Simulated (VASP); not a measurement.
# H3CCl in VASP: notebook

H3CCl is run at these levels: PBE+D3(BJ); tasks: single point.

Program: VASP 6.6.1. These are calculated values, not measurements. Logs are shortened: lines on timing, memory, paths and dates and some standing lists are left out, and cuts for length are marked.

## 1. The cell of the first run

The cell holds a disordered packing, 40 atoms: a = 6.944 Å, b = 7.042 Å, c = 7.302 Å, α = 90.00°, β = 90.00°, γ = 90.00°.

## 2. Single point, PBE+D3(BJ)

The input, INCAR:

```
  ALGO = Normal
  EDIFF = 1E-7
  ENCUT = 520
  GGA = PE
  ISIF = 2
  ISMEAR = -1
  IVDW = 12
  LASPH = True
  LCHARG = True
  LELF = True
  LREAL = Auto
  LVHAR = True
  LWAVE = False
  NBANDS = 82
  NELM = 100
  PREC = Accurate
  SIGMA = 0.02
```

The input, KPOINTS:

```
k-points
0
Gamma
  1 1 1
```

The input, POSCAR:

```
H3CCl
1.0
    6.9442660000      0.0000000000      0.0000000000
    0.0000000000      7.0415080000      0.0000000000
    0.0000000000      0.0000000000      7.3016130000
C Cl H
8 8 24
Direct
    1.0260119644      0.5336356928      0.3417874927
    0.6332706725      0.4148827211      0.8620424008
    0.6607897797      0.9102027577      0.7947695941
    0.1725596341      0.2593620571     -0.0289935936
    0.2795975845      0.6263431072      0.6769737043
    0.3969894010      0.7595532093      0.2046260189
    0.0405802427      0.0571752528      0.4504621102
    0.5549614603      0.4135477798      0.4580494748
    0.9145098992      0.6403741926      0.5408530964
    0.7473648043      0.4794711587      1.0742420887
    0.7520449245      1.0136181057      0.9919999869
    0.3344197933      0.1848325671      0.1494738217
    0.1724156304      0.8010073978      0.8358837972
    0.5591519680      0.8114028984      0.3890784132
   -0.0469452063      0.1914078632      0.6406529626
    0.6294545745      0.1824893190      0.4006238074
    1.1818959700      0.5092375099      0.3571539604
    0.9558821623      0.4014623004      0.3010841577
    1.0185813735      0.6427742467      0.2334415697
    0.7517281164      0.3317329186      0.7867439701
    0.4967263639      0.3376691470      0.9034852984
    0.6353875269      0.5638422906      0.8362398829
    0.6182942877      1.0144275914      0.6859443249
    0.7753303229      0.8198669944      0.7484510614
    0.5452124098      0.8132490938      0.8306657721
    0.2031748208      0.4112329348     -0.0522898160
    0.2087189632      0.1806999296     -0.1475290460
    0.0183604718      0.2378325779      0.0019173846
    0.2582562362      0.6959588770      0.5575891245
    0.4232124749      0.6082077873      0.7182522547
    0.1869168030      0.5087546588      0.6726185022
    0.4508755857      0.8367809850      0.0901718565
    0.4091721141      0.6094717211      0.1743039517
    0.2507536434      0.8058359090      0.2420287134
    0.0680561488      0.1502519063      0.3438144421
    0.1555527971     -0.0253922881      0.4946304330
   -0.0805988711     -0.0425050998      0.3996514195
    0.5441179817      0.3871897895      0.6031680945
    0.6699484150      0.5101464061      0.4384236743
    0.4045207946      0.4354464981      0.3975149053
```

Potentials or basis: VASP PAW PBE potentials, release 64 (C, Cl, H).

On the command line:

```sh
> cat potpaw_PBE.64/C/POTCAR potpaw_PBE.64/Cl/POTCAR potpaw_PBE.64/H/POTCAR > POTCAR
> mpirun -np 1 vasp_gam > vasp.out
```

OUTCAR:

```text
EDIFF = 1E-7
   ENCUT = 520
   GGA = PE
   ISIF = 2
   ISMEAR = -1
   IVDW = 12
   LASPH = True
   LREAL = Auto
   NELM = 100
   PREC = Accurate
 IVDW          = 12

 ion  position               nearest neighbor table
   1  0.026  0.534  0.342-  18 1.09  17 1.10  19 1.10   9 1.81
   2  0.633  0.415  0.862-  22 1.07  21 1.13  20 1.15  10 1.80
   3  0.661  0.910  0.795-  24 1.07  25 1.09  23 1.12  11 1.73
   4  0.173  0.259  0.971-  27 1.06  26 1.10  28 1.10  12 1.80
   5  0.280  0.626  0.677-  29 1.01  31 1.05  30 1.05  13 1.85
   6  0.397  0.760  0.205-  32 1.06  33 1.08  34 1.10  14 1.79
   7  0.041  0.057  0.450-  35 1.04  36 1.04  37 1.16  15 1.79
   8  0.555  0.414  0.458-  39 1.06  38 1.08  40 1.14  16 1.76
   9  0.915  0.640  0.541-   1 1.81
  10  0.747  0.479  0.074-   2 1.80
  11  0.752  0.014  0.992-   3 1.73
  12  0.334  0.185  0.149-   4 1.80
  13  0.172  0.801  0.836-   5 1.85
  14  0.559  0.811  0.389-   6 1.79  16 2.66
  15  0.953  0.191  0.641-   7 1.79
  16  0.629  0.182  0.401-   8 1.76  14 2.66
  17  0.182  0.509  0.357-   1 1.10
  18  0.956  0.401  0.301-   1 1.09
  19  0.019  0.643  0.233-   1 1.10
  20  0.752  0.332  0.787-   2 1.15
  21  0.497  0.338  0.903-   2 1.13
  22  0.635  0.564  0.836-   2 1.07
[... 16 lines left out ...]
  39  0.670  0.510  0.438-   8 1.06
  40  0.405  0.435  0.398-   8 1.14

  LATTYP: Found a simple orthorhombic cell.
 ALAT       =     6.9442660000
 B/A-ratio  =     1.0140032078
 C/A-ratio  =     1.0514592903

  Lattice vectors:

 A1 = (   6.9442660000,   0.0000000000,   0.0000000000)
 A2 = (   0.0000000000,   7.0415080000,   0.0000000000)
 A3 = (   0.0000000000,   0.0000000000,   7.3016130000)

Analysis of symmetry for initial positions (statically):
=====================================================================
 Subroutine PRICEL returns:
 Original cell was already a primitive cell.

 Routine SETGRP: Setting up the symmetry group for a
 simple orthorhombic supercell.

 Subroutine GETGRP returns: Found  1 space group operations
 (whereof  1 operations were pure point group operations)
 out of a pool of  8 trial point group operations.

The static configuration has the point symmetry C_1 .

Analysis of symmetry for dynamics (positions and initial velocities):
=====================================================================
 Subroutine PRICEL returns:
 Original cell was already a primitive cell.

 Routine SETGRP: Setting up the symmetry group for a
 simple orthorhombic supercell.

 Subroutine GETGRP returns: Found  1 space group operations
 (whereof  1 operations were pure point group operations)
 out of a pool of  8 trial point group operations.

The dynamic configuration has the point symmetry C_1 .

 Subroutine INISYM returns: Found  1 space group operations
 (whereof  1 operations are pure point group operations),
 and found     1 'primitive' translations

----------------------------------------------------------------------------------------

                                     Primitive cell

  volume of cell :     357.0350

  direct lattice vectors                    reciprocal lattice vectors
     6.944266000  0.000000000  0.000000000     0.144003700  0.000000000  0.000000000
     0.000000000  7.041508000  0.000000000     0.000000000  0.142015034  0.000000000
     0.000000000  0.000000000  7.301613000     0.000000000  0.000000000  0.136956040

  length of vectors
     6.944266000  7.041508000  7.301613000     0.144003700  0.142015034  0.136956040

  position of ions in fractional coordinates (direct lattice)
     0.026011964  0.533635693  0.341787493
     0.633270672  0.414882721  0.862042401
     0.660789780  0.910202758  0.794769594
     0.172559634  0.259362057  0.971006406
     0.279597585  0.626343107  0.676973704
     0.396989401  0.759553209  0.204626019
[... 32 lines left out ...]
     0.669948415  0.510146406  0.438423674
     0.404520795  0.435446498  0.397514905

  ion indices of the primitive-cell ions
   primitive index   ion index
                 1           1
                 2           2
                 3           3
                 4           4
                 5           5
                 6           6
[... 32 lines left out ...]
                39          39
                40          40

----------------------------------------------------------------------------------------

 KPOINTS: k-points

Automatic generation of k-mesh.
 Grid dimensions read from file:
 generate k-points for:    1    1    1

 Generating k-lattice:

  Cartesian coordinates                     Fractional coordinates (reciprocal lattice)
     0.144003700  0.000000000  0.000000000     1.000000000  0.000000000  0.000000000
     0.000000000  0.142015034  0.000000000     0.000000000  1.000000000  0.000000000
     0.000000000  0.000000000  0.136956040     0.000000000  0.000000000  1.000000000

  Length of vectors
     0.144003700  0.142015034  0.136956040

  Shift w.r.t. Gamma in fractional coordinates (k-lattice)
     0.000000000  0.000000000  0.000000000

 Subroutine IBZKPT returns following result:
 ===========================================

 Found      1 irreducible k-points:

 Following reciprocal coordinates:
            Coordinates               Weight
  0.000000  0.000000  0.000000      1.000000
   k-points           NKPTS =      1   k-points in BZ     NKDIM =      1   number of bands    NBANDS=     82
   number of dos      NEDOS =    301   number of ions     NIONS =     40
   total plane-waves  NPLWV = 157464
   dimension x,y,z NGX =    54 NGY =   54 NGZ =   54
   dimension x,y,z NGXF=   108 NGYF=  108 NGZF=  108
   ions per type =               8   8  24
   NGX,Y,Z   is equivalent  to a cutoff of  12.93, 12.75, 12.29 a.u.
   NGXF,Y,Z  is equivalent  to a cutoff of  25.86, 25.50, 24.59 a.u.
 SYSTEM =  unknown system
   PREC   = accura    normal or accurate (medium, high low for compatibility)
   ISTART =      0    job   : 0-new  1-cont  2-samecut
   ICHARG =      2    charge: 1-file 2-atom 10-const
   ISPIN  =      1    spin polarized calculation?
   LNONCOLLINEAR =      F non collinear calculations
   LSORBIT =      F    spin-orbit coupling
   LASPH  =      T    aspherical Exc in radial PAW
   ENCUT  =  520.0 eV  38.22 Ry    6.18 a.u.  12.91 13.09 13.58*2*pi/ulx,y,z
   NELM   =    100;   NELMIN=  2; NELMDL= -5     # of ELM steps
   EDIFF  = 0.1E-06   stopping-criterion for ELM
   LREAL  =      T    real-space projection
   EDIFFG = 0.1E-05   stopping-criterion for IOM
   NSW    =      0    number of steps for IOM
   IBRION =     -1    ionic relax: 0-MD 1-quasi-New 2-CG
   NFREE  =      0    steps in history (QN), initial steepest desc. (CG)
   ISIF   =      2    stress and relaxation
   ISYM   =      2    0-nonsym 1-usesym 2-fastsym
   POTIM  = 0.5000    time-step for ionic-motion
   TEBEG  =    0.0;   TEEND  =   0.0 temperature during run
   PSTRESS=    0.0 pullay stress
   NELECT =     112.0000    total number of electrons
   NUPDOWN=      -1.0000    fix difference up-down
   EMIN   =  10.00;   EMAX   =-10.00  energy-range for DOS
   EFERMI =   0.00;   METHOD = LEGACY
   ISMEAR =    -1;   SIGMA  =   0.02  broadening in eV -4-tet -1-fermi 0-gaus
   EFERMI_NEDOS =   21; number of points for ismear=-14 and -15
   IALGO  =     38    algorithm
   IMIX   =      4    mixing-type and parameters
     AMIX     =   0.40;   BMIX     =  1.00
     AMIX_MAG =   1.60;   BMIX_MAG =  1.00
  volume/ion in A,a.u.               =       8.93        60.23
  Fermi-wavevector in a.u.,A,eV,Ry     =   1.112356  2.102048 16.834984  1.237336
  Thomas-Fermi vector in A             =   2.248930
   LORBIT       =      0    0 simple, 1 ext, 2 COOP (PROOUT), +10 PAW based schemes
   GGA     = PE    functional components
   LHFCALC =     F    Hartree Fock is set to
   AEXX    =    0.0000 exact exchange contribution
   IVDW    =    12    specifies the selected vdW correction
   LEPSILON=     F    determine dielectric tensor
   LRPA    =     F    only Hartree local field effects (RPA)
 non-spin polarized calculation
  energy-cutoff  :      520.00
  volume of cell :      357.04
 maximum number of plane-waves:      4805
 NGX is ok and might be reduce to    50
   NGX = 25   NGY = 27   NGZ = 27

 number of electron     112.0000004 magnetization

 Free energy of the ion-electron system (eV)
  ---------------------------------------------------
  ext. energy  EPLUGINS =         0.00000000
  ---------------------------------------------------
  free energy    TOTEN  =      -171.90232949 eV

  energy without entropy =     -171.90232949  energy(sigma->0) =     -171.90232949

 E-fermi :   1.2730     XC(G=0):  -8.9494

 val. band max:        0.7948612649   @ k =   0.0000   0.0000   0.0000
 cond. band min:       5.5855249848   @ k =   0.0000   0.0000   0.0000
 fundamental gap:      4.7906637199
 Fermi energy:         1.2730217054

 k-point     1 :       0.0000    0.0000    0.0000
  band No.  band energies     occupation
      1     -15.4853      2.00000
      2     -14.8501      2.00000
      3     -14.7260      2.00000
      4     -14.6530      2.00000
      5     -14.5746      2.00000
      6     -14.3521      2.00000
[... 60 lines left out ...]
     67       8.1325      0.00000
     68       8.2535      0.00000
 [bands above 68 left out]

------------------------ aborting loop because EDIFF is reached ----------------------------------------

 Edisp (eV)   -3.84773

 E8    (eV) :    -1.0567

  FORCE on cell =-STRESS in cart. coord.  units (eV):
  Direction    XX          YY          ZZ          XY          YZ          ZX
  --------------------------------------------------------------------------------------
  -------------------------------------------------------------------------------------
  Total      20.29549    22.29959    24.66463     0.45452    -3.60876     6.38787
  in kB      91.07503   100.06835   110.68133     2.03964   -16.19412    28.66527
  external pressure =      100.61 kB  Pullay stress =        0.00 kB

 VOLUME and BASIS-vectors are now :
 -----------------------------------------------------------------------------
  energy-cutoff  :      520.00
  volume of cell :      357.04
      direct lattice vectors                 reciprocal lattice vectors
     6.944266000  0.000000000  0.000000000     0.144003700  0.000000000  0.000000000
     0.000000000  7.041508000  0.000000000     0.000000000  0.142015034  0.000000000
     0.000000000  0.000000000  7.301613000     0.000000000  0.000000000  0.136956040

 POSITION                                       TOTAL-FORCE (eV/Angst)
 -----------------------------------------------------------------------------------
      0.18063      3.75760      2.49560         0.302224      0.859798      0.048044
      4.39760      2.92140      6.29430         1.196907     -1.148522      1.254104
      4.58870      6.40920      5.80310        -0.246599     -0.100136     -0.482696
      1.19830      1.82630      7.08991        -0.047058      1.004238      0.862817
      1.94160      4.41040      4.94300        -0.850694      1.197321      2.839631
      2.75680      5.34840      1.49410        -0.127851     -0.096779      0.625531
[... 32 lines left out ...]
      4.65230      3.59220      3.20120         0.009631      0.651898     -0.679641
      2.80910      3.06620      2.90250         1.690255     -0.044192      0.357253
 -----------------------------------------------------------------------------------
    total drift:                               -0.003091      0.000137      0.005480

  FREE ENERGIE OF THE ION-ELECTRON SYSTEM (eV)
  ---------------------------------------------------
  free  energy   TOTEN  =      -175.7500561381 eV

  energy  without entropy=     -175.7500561381  energy(sigma->0) =     -175.75005614
```

Run time: 2 min. Hardware: 1 thread of Intel Xeon 8259CL, shared host; peak memory 0.38 GiB.

What came out:

```yaml
Free_energy: -175.7501 eV
Pressure: 10.1 GPa
Largest_force: 3.833 eV/Å
Band_gap_on_the_k_mesh: 4.79 eV
Dispersion_energy_per_atom: -0.096 eV
```

Forces in eV/Å, atoms in the order of the input:
```
C    0.302  0.860  0.048
C    1.197 -1.149  1.254
C   -0.247 -0.100 -0.483
C   -0.047  1.004  0.863
C   -0.851  1.197  2.840
C   -0.128 -0.097  0.626
C   -3.604 -1.246  0.387
C   -1.739 -1.200  0.003
Cl   0.720 -0.808 -1.234
Cl   0.054 -0.454  0.653
Cl  -0.086  0.298  0.580
Cl  -0.614  0.411 -0.633
Cl   0.324 -0.804  0.036
Cl  -0.369 -0.536 -0.450
Cl   1.172 -0.283 -0.785
Cl  -0.618 -0.158 -0.852
H   -0.394 -0.084  0.621
H   -0.113  0.197  0.370
H   -0.345 -0.391  0.162
H   -1.850  0.856  0.693
H    1.174  0.660 -0.795
H   -0.945  0.311 -1.790
H    0.140 -0.518  0.800
H    0.445 -0.086 -0.519
H   -0.390  0.415  0.152
H   -0.285 -0.343  0.145
H    0.348 -0.600 -0.728
H    0.627 -0.016  0.233
H    0.343  1.412 -2.722
H    0.858 -0.234  0.135
H   -0.406 -1.493  0.529
H    0.093  0.524 -0.438
H   -0.146 -0.206  0.134
H    0.526 -0.096 -0.209
H    0.708  1.231 -1.254
H    1.680 -0.786  0.597
H    1.180  1.052  0.814
H   -0.414  0.650  0.540
H    0.010  0.652 -0.680
H    1.690 -0.044  0.357
```

Stress tensor (GPa, compression positive):
```
 9.11  0.20  2.87
 0.20 10.01 -1.62
 2.87 -1.62 11.07
```

Caveat: the k points lie up to 0.90 Å⁻¹ apart, too coarse for converged energies, forces and pressures; the atoms stand as in a frame of molecular dynamics.

## 3. Single point, PBE+D3(BJ)

This run uses another cell than the first one, of 10.22 Å³/atom.

The input, INCAR:

```
SYSTEM = H3CCl
  PREC = Accurate
  ENCUT = 520
  EDIFF = 1E-7
  ISMEAR = -1
  SIGMA = 0.02
  LREAL = Auto
  LASPH = .True.
  NELM = 100
  ALGO = Normal
  ISIF = 2
  LWAVE = .False.
  LCHARG = .True.
  GGA = PE
  IVDW = 12
  LELF = .True.
  LVHAR = .True.
  NBANDS = 82
```

The input, KPOINTS:

```
regular mesh
0
Gamma
  1 1 1
  0 0 0
```

The input, POSCAR:

```
H3CCl
1.0
    7.4769760000      0.0000000000      0.0000000000
    0.0000000000      7.3273130000      0.0000000000
    0.0000000000      0.0000000000      7.4619980000
C Cl H
8 8 24
Direct
    1.0216296000      0.5228246698      0.3953230757
    0.6764499445      0.4177520464      0.8398822943
    0.6819334448      0.9117530533      0.7442778730
    0.2191393954      0.2039492512     -0.0441838768
    0.2947849505      0.6751451726      0.6756367397
    0.4425585959      0.7722066739      0.2149424323
    0.0279524770      0.0692750535      0.4530556025
    0.5899443839      0.4325596573      0.4012732247
    0.9048176696      0.6511663962      0.5576656547
    0.7262294275      0.4730519905      1.0603192335
    0.7672219357      0.9899945587      0.9513135758
    0.2968713555      0.1509284509      0.1579335722
    0.1664309207      0.8218428775      0.8129592101
    0.5534189223      0.8287894894      0.4179845666
   -0.0182426692      0.1828637592      0.6523051869
    0.6275531712      0.1892235257      0.3873627412
    1.1038954786      0.4176019231      0.4618602149
    0.9306837417      0.4339244140      0.3229161948
    1.0935035768      0.6076988932      0.3063522665
    0.7955488957      0.4019891057      0.7591666468
    0.5919505426      0.2982402963      0.8356072998
    0.6082806739      0.5360901056      0.7898018734
    0.6307496507      1.0378838737      0.6801663576
    0.7890890649      0.8334569576      0.6821899443
    0.5623128923      0.8248862851      0.7671403825
    0.2299325289      0.3573888546     -0.0638970957
    0.3125595160      0.1470798368     -0.1473733978
    0.0754850624      0.1652174542     -0.0751005294
    0.2361649950      0.6797444029      0.5370009480
    0.4247171584      0.7086499512      0.6338650855
    0.2905318942      0.5345479305      0.7223802526
    0.4839122126      0.8728574854      0.1153578438
    0.4928596802      0.6402346945      0.1828598721
    0.3020739936      0.7668568273      0.2518092339
    0.0170255997      0.1636616315      0.3466765872
    0.1643445158      0.0351288392      0.4726884140
   -0.0533103222     -0.0574289648      0.4521443185
    0.6142724010      0.4591587667      0.5480435669
    0.6842204656      0.5285020580      0.3392389009
    0.4436820447      0.4519664985      0.3646074416
```

Potentials or basis: VASP PAW PBE potentials, release 64 (C, Cl, H).

On the command line:

```sh
> cat potpaw_PBE.64/C/POTCAR potpaw_PBE.64/Cl/POTCAR potpaw_PBE.64/H/POTCAR > POTCAR
> mpirun -np 1 vasp_gam > vasp.out
```

Wall time 2.3 min (1 thread of Intel Xeon 8259CL, shared host); peak memory 0.4 GiB.

The run converged. Its results:

| Quantity | Value |
| --- | --- |
| Free energy | -176.9015 eV |
| Pressure | 7.3 GPa |
| Largest force | 3.779 eV/Å |
| Band gap on the k mesh | 5.07 eV |
| Dispersion energy per atom | -0.083 eV |

Forces on the atoms (eV/Å):
```
C   -0.317 -1.899  0.731
C   -0.251  0.238 -0.588
C   -1.295  0.639  1.146
C   -0.635  2.000 -3.143
C   -2.196 -0.831 -1.226
C    0.022  0.257  0.215
C   -0.233 -1.111  0.972
C   -1.160  0.066  2.162
Cl   0.970 -1.198 -1.058
Cl   0.582 -0.118 -0.005
Cl  -0.139 -0.186  0.935
Cl   0.551 -0.164  2.129
Cl   1.133 -0.466  0.252
Cl   0.711  0.007 -1.100
Cl  -0.426  0.741 -0.038
Cl  -0.021  0.919 -0.278
H    0.278  0.787  0.114
H   -0.472  0.283 -0.393
H    0.535  0.790 -0.746
H    0.178 -0.217  0.115
H   -0.165 -0.300  0.088
H   -0.549  0.393 -0.318
H    0.655 -0.673 -0.334
H   -0.478  0.901  0.016
H    0.744  0.262  0.364
H   -0.268 -0.877  0.186
H   -0.814  0.069  0.395
H    1.379  0.027  0.721
H   -0.119 -0.142  1.103
H    1.317  0.752  0.911
H   -0.217 -0.165  0.287
H   -0.409 -0.092  0.090
H   -0.024 -0.583 -0.557
H   -0.216  0.285 -0.539
H   -0.476  0.318 -1.073
H    1.176 -0.567 -0.284
H    0.142  0.654 -0.514
H   -0.523 -0.119 -0.840
H   -0.335 -0.594 -0.100
H    1.369 -0.084  0.199
```

Stress tensor (GPa, compression positive):
```
 5.92  0.03  1.09
 0.03  5.96 -0.08
 1.09 -0.08 10.16
```

Levels at points of the mesh, in eV from the valence-band top:
```
           k point  band 53  band 54  band 55  band 56  band 57  band 58  band 59  band 60
(0.00, 0.00, 0.00)    -0.24    -0.17    -0.13     0.00     5.07     5.54     5.83     6.01
```

Caveat: the k points lie up to 0.86 Å⁻¹ apart, too coarse for converged energies, forces and pressures; the atoms stand as in a frame of molecular dynamics.

(Part 1 of 2 ends here.)
